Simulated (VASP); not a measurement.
# Tl (Fm-3m) in VASP: a series of runs

Runs on Tl. Level: PBE. Tasks: single point.

Program: VASP 6.6.1. These are calculated values, not measurements. Logs are shortened: lines on timing, memory, paths and dates and some standing lists are left out, and cuts for length are marked.

**1. The cell of the first run**

The structure is cubic, space group Fm-3m (No. 225). Conventional cell: a = 4.863 Å, b = 4.863 Å, c = 4.863 Å, α = 90.00°, β = 90.00°, γ = 90.00°. Within 4.5 Å of Tl (site symmetry m-3m) lie 12 Tl at 3.44 Å.

**2. Single point, PBE (volume scaled by 0.92)**

The input, INCAR:

```
PREC = Accurate
ENCUT = 520
EDIFF = 1E-6
ISMEAR = -1
SIGMA = 0.1
LREAL = False
LASPH = True
NELM = 100
ALGO = Normal
ISIF = 2
LWAVE = False
LCHARG = True
GGA = PE
LELF = True
LVHAR = True
NBANDS = 12
```

The input, KPOINTS:

```
regular mesh
0
Gamma
  12 12 12
```

The input, POSCAR:

```
Tl
1.0
    0.0000000000      2.4317123042      2.4317123042
    2.4317123042      0.0000000000      2.4317123042
    2.4317123042      2.4317123042      0.0000000000
Tl
1
Direct
    0.0000000000      0.0000000000      0.0000000000
```

Potentials or basis: VASP PAW PBE potentials, release 64 (Tl_d).

Started as:

```bash
cat potpaw_PBE.64/Tl_d/POTCAR > POTCAR
mpirun -np 1 vasp_std > vasp.out
```

OUTCAR:

```text
PREC = Accurate
   ENCUT = 520
   EDIFF = 1E-6
   ISMEAR = -1
   LREAL = False
   LASPH = True
   NELM = 100
   ISIF = 2
   GGA = PE

 ion  position               nearest neighbor table
   1  0.000  0.000  0.000-

  LATTYP: Found a face centered cubic cell.
 ALAT       =     4.8634246084

  Lattice vectors:

 A1 = (   0.0000000000,   2.4317123042,   2.4317123042)
 A2 = (   2.4317123042,   0.0000000000,   2.4317123042)
 A3 = (   2.4317123042,   2.4317123042,   0.0000000000)

Analysis of symmetry for initial positions (statically):
=====================================================================
 Subroutine PRICEL returns:
 Original cell was already a primitive cell.

 Routine SETGRP: Setting up the symmetry group for a
 face centered cubic supercell.

 Subroutine GETGRP returns: Found 48 space group operations
 (whereof 48 operations were pure point group operations)
 out of a pool of 48 trial point group operations.

The static configuration has the point symmetry O_h .

Analysis of symmetry for dynamics (positions and initial velocities):
=====================================================================
 Subroutine PRICEL returns:
 Original cell was already a primitive cell.

 Routine SETGRP: Setting up the symmetry group for a
 face centered cubic supercell.

 Subroutine GETGRP returns: Found 48 space group operations
 (whereof 48 operations were pure point group operations)
 out of a pool of 48 trial point group operations.

The dynamic configuration has the point symmetry O_h .

 Subroutine INISYM returns: Found 48 space group operations
 (whereof 48 operations are pure point group operations),
 and found     1 'primitive' translations

----------------------------------------------------------------------------------------

                                     Primitive cell

  volume of cell :      28.7585

  direct lattice vectors                    reciprocal lattice vectors
     0.000000000  2.431712304  2.431712304    -0.205616429  0.205616429  0.205616429
     2.431712304  0.000000000  2.431712304     0.205616429 -0.205616429  0.205616429
     2.431712304  2.431712304  0.000000000     0.205616429  0.205616429 -0.205616429

  length of vectors
     3.438960520  3.438960520  3.438960520     0.356138102  0.356138102  0.356138102

  position of ions in fractional coordinates (direct lattice)
     0.000000000  0.000000000  0.000000000

  ion indices of the primitive-cell ions
   primitive index   ion index
                 1           1

----------------------------------------------------------------------------------------

 KPOINTS: regular mesh

Automatic generation of k-mesh.
 Grid dimensions read from file:
 generate k-points for:   12   12   12

 Generating k-lattice:

  Cartesian coordinates                     Fractional coordinates (reciprocal lattice)
    -0.017134702  0.017134702  0.017134702     0.083333333  0.000000000  0.000000000
     0.017134702 -0.017134702  0.017134702     0.000000000  0.083333333  0.000000000
     0.017134702  0.017134702 -0.017134702     0.000000000  0.000000000  0.083333333

  Length of vectors
     0.029678175  0.029678175  0.029678175

  Shift w.r.t. Gamma in fractional coordinates (k-lattice)
     0.000000000  0.000000000  0.000000000

 Subroutine IBZKPT returns following result:
 ===========================================

 Found     72 irreducible k-points:

 Following reciprocal coordinates:
            Coordinates               Weight
  0.000000  0.000000  0.000000      1.000000
  0.083333  0.000000  0.000000      8.000000
  0.166667  0.000000  0.000000      8.000000
  0.250000  0.000000  0.000000      8.000000
  0.333333  0.000000  0.000000      8.000000
  0.416667  0.000000  0.000000      8.000000
[... 16 lines left out ...]
  0.500000  0.166667  0.000000     24.000000
 -0.416667  0.166667  0.000000     24.000000
 [... further k-points ...]
   k-points           NKPTS =     72   k-points in BZ     NKDIM =     72   number of bands    NBANDS=     12
   number of dos      NEDOS =    301   number of ions     NIONS =      1
   total plane-waves  NPLWV =  21952
   dimension x,y,z NGX =    28 NGY =   28 NGZ =   28
   dimension x,y,z NGXF=    56 NGYF=   56 NGZF=   56
   ions per type =               1
   NGX,Y,Z   is equivalent  to a cutoff of  13.54, 13.54, 13.54 a.u.
   NGXF,Y,Z  is equivalent  to a cutoff of  27.07, 27.07, 27.07 a.u.
 SYSTEM =  unknown system
   PREC   = accura    normal or accurate (medium, high low for compatibility)
   ISTART =      0    job   : 0-new  1-cont  2-samecut
   ICHARG =      2    charge: 1-file 2-atom 10-const
   ISPIN  =      1    spin polarized calculation?
   LNONCOLLINEAR =      F non collinear calculations
   LSORBIT =      F    spin-orbit coupling
   LASPH  =      T    aspherical Exc in radial PAW
   ENCUT  =  520.0 eV  38.22 Ry    6.18 a.u.   6.39  6.39  6.39*2*pi/ulx,y,z
   NELM   =    100;   NELMIN=  2; NELMDL= -5     # of ELM steps
   EDIFF  = 0.1E-05   stopping-criterion for ELM
   LREAL  =      F    real-space projection
   EDIFFG = 0.1E-04   stopping-criterion for IOM
   NSW    =      0    number of steps for IOM
   IBRION =     -1    ionic relax: 0-MD 1-quasi-New 2-CG
   NFREE  =      0    steps in history (QN), initial steepest desc. (CG)
   ISIF   =      2    stress and relaxation
   ISYM   =      2    0-nonsym 1-usesym 2-fastsym
   POTIM  = 0.5000    time-step for ionic-motion
   TEBEG  =    0.0;   TEEND  =   0.0 temperature during run
   PSTRESS=    0.0 pullay stress
   NELECT =      13.0000    total number of electrons
   NUPDOWN=      -1.0000    fix difference up-down
   EMIN   =  10.00;   EMAX   =-10.00  energy-range for DOS
   EFERMI =   0.00;   METHOD = LEGACY
   ISMEAR =    -1;   SIGMA  =   0.10  broadening in eV -4-tet -1-fermi 0-gaus
   EFERMI_NEDOS =   21; number of points for ismear=-14 and -15
   IALGO  =     38    algorithm
   IMIX   =      4    mixing-type and parameters
     AMIX     =   0.40;   BMIX     =  1.00
     AMIX_MAG =   1.60;   BMIX_MAG =  1.00
  volume/ion in A,a.u.               =      28.76       194.07
  Fermi-wavevector in a.u.,A,eV,Ry     =   1.256417  2.374284 21.477930  1.578583
  Thomas-Fermi vector in A             =   2.390126
   LORBIT       =      0    0 simple, 1 ext, 2 COOP (PROOUT), +10 PAW based schemes
   GGA     = PE    functional components
   LHFCALC =     F    Hartree Fock is set to
   AEXX    =    0.0000 exact exchange contribution
   IVDW    =     0    specifies the selected vdW correction
   LEPSILON=     F    determine dielectric tensor
   LRPA    =     F    only Hartree local field effects (RPA)
 non-spin polarized calculation
  energy-cutoff  :      520.00
  volume of cell :       28.76
 maximum number of plane-waves:       789
 NGX is ok and might be reduce to    28
   NGX = 13   NGY = 13   NGZ = 13

 number of electron      12.9999999 magnetization

 Free energy of the ion-electron system (eV)
  ---------------------------------------------------
  ext. energy  EPLUGINS =         0.00000000
  ---------------------------------------------------
  free energy    TOTEN  =        -2.19653099 eV

  energy without entropy =       -2.17701762  energy(sigma->0) =       -2.18677430

 E-fermi :   6.4622     XC(G=0): -10.1631

 val. band max:        6.4417649050   @ k =   0.4167   0.4167   0.0000
 cond. band min:       6.4799804065   @ k =   0.5000   0.4167   0.0833
 fundamental gap:      0.0382155015
 Fermi energy:         6.4621857437

 k-point     1 :       0.0000    0.0000    0.0000
  band No.  band energies     occupation
      1      -5.0876      2.00000
      2      -5.0876      2.00000
      3      -5.0876      2.00000
      4      -4.8151      2.00000
      5      -4.8151      2.00000
      6      -3.4906      2.00000
      7      16.7538      0.00000
      8      16.7538      0.00000
      9      16.7538      0.00000
     10      17.4615      0.00000
     11      20.7957      0.00000
     12      21.5700      0.00000

 k-point     2 :       0.0833    0.0000    0.0000
  band No.  band energies     occupation
      1      -5.0935      2.00000
      2      -5.0695      2.00000
      3      -5.0695      2.00000
      4      -4.8177      2.00000
      5      -4.8177      2.00000
      6      -3.3419      2.00000
      7      15.0780      0.00000
      8      16.5919      0.00000
      9      16.5919      0.00000
     10      17.4040      0.00000
     11      21.1378      0.00000
     12      21.8339      0.00000

 k-point     3 :       0.1667    0.0000    0.0000
  band No.  band energies     occupation
      1      -5.1195      2.00000
      2      -5.0336      2.00000
      3      -5.0336      2.00000
      4      -4.8101      2.00000
      5      -4.8101      2.00000
      6      -2.8835      2.00000
      7      12.3017      0.00000
      8      16.1818      0.00000
      9      16.1818      0.00000
     10      17.3623      0.00000
     11      20.7761      0.00000
     12      21.7924      0.00000

 k-point     4 :       0.2500    0.0000    0.0000
  band No.  band energies     occupation
      1      -5.1692      2.00000
      2      -5.0236      2.00000
      3      -5.0236      2.00000
      4      -4.7578      2.00000
      5      -4.7578      2.00000
      6      -2.1043      2.00000
      7       9.5513      0.00000
      8      15.6643      0.00000
      9      15.6643      0.00000
     10      17.2707      0.00000
     11      19.9538      0.00000
     12      21.0282      0.00000

 k-point     5 :       0.3333    0.0000    0.0000
  band No.  band energies     occupation
      1      -5.2271      2.00000
      2      -5.0440      2.00000
      3      -5.0440      2.00000
      4      -4.6720      2.00000
      5      -4.6720      2.00000
      6      -1.0216      2.00000
      7       7.0189      0.00761
      8      15.1718      0.00000
      9      15.1718      0.00000
     10      17.1145      0.00000
     11      19.3696      0.00000
     12      20.4601      0.00000
[... 228 lines left out ...]
      1      -5.2206      2.00000
      2      -5.0236      2.00000
      3      -4.9067      2.00000
      4      -4.8517      2.00000
      5      -4.6447      2.00000
      6      -1.2456      2.00000
      7       9.0020      0.00000
      8      13.1790      0.00000
      9      13.3073      0.00000
     10      16.1004      0.00000
     11      18.8519      0.00000
     12      22.9082      0.00000

 k-point    22 :       0.4167    0.1667    0.0000
  band No.  band energies     occupation
      1      -5.2300      2.00000
      2      -5.0507      2.00000
      3      -4.9297      2.00000
      4      -4.7982      2.00000
      5      -4.5807      2.00000
      6      -0.1020      2.00000
      7       6.6816      0.20058
      8      12.3850      0.00000
      9      13.0305      0.00000
     10      15.8413      0.00000
     11      20.7794      0.00000
     12      22.1619      0.00000

 k-point    23 :       0.5000    0.1667    0.0000
  band No.  band energies     occupation
      1      -5.2271      2.00000
      2      -5.0700      2.00000
      3      -4.9535      2.00000
      4      -4.7396      2.00000
      5      -4.5635      2.00000
      6       1.1285      2.00000
      7       4.8210      2.00000
      8      11.5964      0.00000
      9      13.2117      0.00000
     10      15.8427      0.00000
     11      21.4043      0.00000
     12      21.9608      0.00000

 k-point    24 :      -0.4167    0.1667    0.0000
  band No.  band energies     occupation
      1      -5.2038      2.00000
      2      -5.0788      2.00000
      3      -4.9653      2.00000
      4      -4.6995      2.00000
      5      -4.6051      2.00000
      6       1.4170      2.00000
      7       4.4598      2.00000
      8      11.0585      0.00000
      9      13.7310      0.00000
     10      16.0772      0.00000
     11      20.9070      0.00000
     12      21.5503      0.00000

 [... further k-points ...]

------------------------ aborting loop because EDIFF is reached ----------------------------------------

  FORCE on cell =-STRESS in cart. coord.  units (eV):
  Direction    XX          YY          ZZ          XY          YZ          ZX
  --------------------------------------------------------------------------------------
  -------------------------------------------------------------------------------------
  Total        0.4791167      0.4791167      0.4791167     -0.0000000     -0.0000000      0.0000000
  in kB       26.6922582     26.6922582     26.6922582     -0.0000000     -0.0000000      0.0000000
  external PRESSURE =      26.6922582 kB  Pullay stress =       0.0000000 kB

 VOLUME and BASIS-vectors are now :
 -----------------------------------------------------------------------------
  energy-cutoff  :      520.00
  volume of cell :       28.76
      direct lattice vectors                 reciprocal lattice vectors
     0.000000000  2.431712304  2.431712304    -0.205616429  0.205616429  0.205616429
     2.431712304  0.000000000  2.431712304     0.205616429 -0.205616429  0.205616429
     2.431712304  2.431712304  0.000000000     0.205616429  0.205616429 -0.205616429

 POSITION                                       TOTAL-FORCE (eV/Angst)
 -----------------------------------------------------------------------------------
      0.00000      0.00000      0.00000        -0.000000     -0.000000     -0.000000
 -----------------------------------------------------------------------------------
    total drift:                               -0.000000     -0.000000     -0.000000

  FREE ENERGIE OF THE ION-ELECTRON SYSTEM (eV)
  ---------------------------------------------------
  free  energy   TOTEN  =        -2.1965309910 eV

  energy  without entropy=       -2.1770176159  energy(sigma->0) =       -2.18677430
```

It took 26 s on 1 thread of Intel Xeon Platinum 8259CL at 2.50GHz (Skylake/Cascade Lake), shared host; peak memory 0.17 GiB.

Results:

- Free energy: -2.1965 eV
- Pressure: 2.7 GPa

Levels at points of the mesh, in eV from the Fermi level:
```tsv
k point	band 2	band 3	band 4	band 5	band 6	band 7	band 8	band 9	band 10	band 11
(0.00, 0.00, 0.00)	-11.55	-11.55	-11.28	-11.28	-9.95	10.29	10.29	10.29	11.00	14.33
(0.50, 0.00, 0.00)	-11.54	-11.54	-11.03	-11.03	-5.27	-2.83	8.23	8.23	10.42	12.53
(0.50, 0.50, 0.00)	-11.80	-11.05	-10.97	-10.97	-3.56	-1.75	4.10	4.10	7.54	8.94
```

Caveat: the cell differs from its parent crystal (volume scaled by 0.92); spin-orbit coupling is left out, which moves the levels of the heavy elements.

**3. Single point, PBE (volume scaled by 0.96)**

The input, INCAR:

```
PREC = Accurate
ENCUT = 520
EDIFF = 1E-6
ISMEAR = -1
SIGMA = 0.1
LREAL = F
LASPH = T
NELM = 80
ALGO = Normal
ISIF = 2
LWAVE = F
LCHARG = F
GGA = PE
NBANDS = 12
```

KPOINTS is that of step 2.

The input, POSCAR:

```
Tl
1.0
    0.0000000000      2.4664557454      2.4664557454
    2.4664557454      0.0000000000      2.4664557454
    2.4664557454      2.4664557454      0.0000000000
Tl
1
Direct
    0.0000000000      0.0000000000      0.0000000000
```

Potentials or basis: VASP PAW PBE potentials, release 64 (Tl_d).

Started as:

```bash
cat potpaw_PBE.64/Tl_d/POTCAR > POTCAR
mpirun -np 1 vasp_std > vasp.out
```

It took 23 s on 1 thread of Intel Xeon Platinum 8259CL at 2.50GHz (Skylake/Cascade Lake), shared host; peak memory 0.17 GiB.

It converged, with:

| Property | Result |
| --- | --- |
| Free energy | -2.2117 eV |
| Pressure | 1.1 GPa |

Levels at points of the mesh, in eV from the Fermi level:
```csv
k point,band 4,band 5,band 6,band 7,band 8,band 9
"(0.00, 0.00, 0.00)",-11.25,-11.25,-9.67,9.93,9.93,9.93
"(0.50, 0.00, 0.00)",-11.03,-11.03,-5.28,-2.66,7.95,7.95
"(0.50, 0.50, 0.00)",-10.98,-10.98,-3.67,-1.62,4.01,4.01
```

Caveat: the cell differs from its parent crystal (volume scaled by 0.96); spin-orbit coupling is left out, which moves the levels of the heavy elements.

**4. Single point, PBE**

This run uses another cell than the first one, of 31.26 Å³/atom, 1.087 times its volume.

The input, INCAR:

```
PREC = Accurate ; ENCUT = 520
EDIFF = 1E-6 ; ISMEAR = -1
SIGMA = 0.1 ; LREAL = False
LASPH = True ; NELM = 100
ALGO = Normal ; ISIF = 2
LWAVE = False ; LCHARG = False
GGA = PE ; NBANDS = 12
```

KPOINTS is that of step 3.

The input, POSCAR:

```
Tl
1.0
    0.0000000000      2.5002470095      2.5002470095
    2.5002470095      0.0000000000      2.5002470095
    2.5002470095      2.5002470095      0.0000000000
Tl
1
Direct
    0.0000000000      0.0000000000      0.0000000000
```

Started as:

```bash
cat potpaw_PBE.64/Tl_d/POTCAR > POTCAR
mpirun -np 1 vasp_std > vasp.out
```

It took 24 s on 1 thread of Intel Xeon Platinum 8259CL at 2.50GHz (Skylake/Cascade Lake), shared host; peak memory 0.17 GiB.

The run converged. Its results:

```
Free energy : -2.2162 eV
Pressure    : -0.1 GPa
```

Levels at points of the mesh, in eV from the Fermi level:
| k point | band 2 | band 3 | band 4 | band 5 | band 6 | band 7 | band 8 | band 9 | band 10 | band 11 |
| --- | --- | --- | --- | --- | --- | --- | --- | --- | --- | --- |
| (0.00, 0.00, 0.00) | -11.46 | -11.46 | -11.24 | -11.24 | -9.42 | 9.58 | 9.58 | 9.58 | 10.86 | 13.30 |
| (0.50, 0.00, 0.00) | -11.45 | -11.45 | -11.04 | -11.04 | -5.29 | -2.51 | 7.68 | 7.68 | 10.28 | 11.60 |
| (0.50, 0.50, 0.00) | -11.64 | -11.05 | -10.99 | -10.99 | -3.77 | -1.51 | 3.93 | 3.93 | 7.12 | 8.50 |

Caveat: spin-orbit coupling is left out, which moves the levels of the heavy elements.

**5. Single point, PBE (volume scaled by 1.04)**

The input, INCAR:

```
PREC = Accurate
ENCUT = 520
EDIFF = 1E-6
ISMEAR = -1
SIGMA = 0.1
LREAL = False
LASPH = True
NELM = 80
ALGO = Normal
ISIF = 2
LWAVE = False
LCHARG = False
GGA = PE
NBANDS = 12
```

The input, KPOINTS:

```
Automatic mesh
0
Gamma
  12 12 12
```

The input, POSCAR:

```
Tl
1.0
    0.0000000000      2.5331487695      2.5331487695
    2.5331487695      0.0000000000      2.5331487695
    2.5331487695      2.5331487695      0.0000000000
Tl
1
Direct
    0.0000000000      0.0000000000      0.0000000000
```

Started as:

```bash
cat potpaw_PBE.64/Tl_d/POTCAR > POTCAR
mpirun -np 1 vasp_std > vasp.out
```

Run time: 19 s. Hardware: 1 thread of Intel Xeon Platinum 8259CL at 2.50GHz (Skylake/Cascade Lake), shared host; peak memory 0.17 GiB.

The run converged. Its results:

```
Free energy : -2.2124 eV
Pressure    : -1.0 GPa
```

Levels at points of the mesh, in eV from the Fermi level:
```tsv
k point	band 3	band 4	band 5	band 6	band 7	band 8	band 9	band 10
(0.00, 0.00, 0.00)	-11.43	-11.23	-11.23	-9.19	9.24	9.24	9.24	10.78
(0.50, 0.00, 0.00)	-11.42	-11.05	-11.05	-5.31	-2.37	7.43	7.43	10.20
(0.50, 0.50, 0.00)	-11.07	-11.01	-11.01	-3.87	-1.41	3.84	3.84	6.93
```

Caveat: the cell differs from its parent crystal (volume scaled by 1.04); spin-orbit coupling is left out, which moves the levels of the heavy elements.

(Continued in part 2 of 2.)
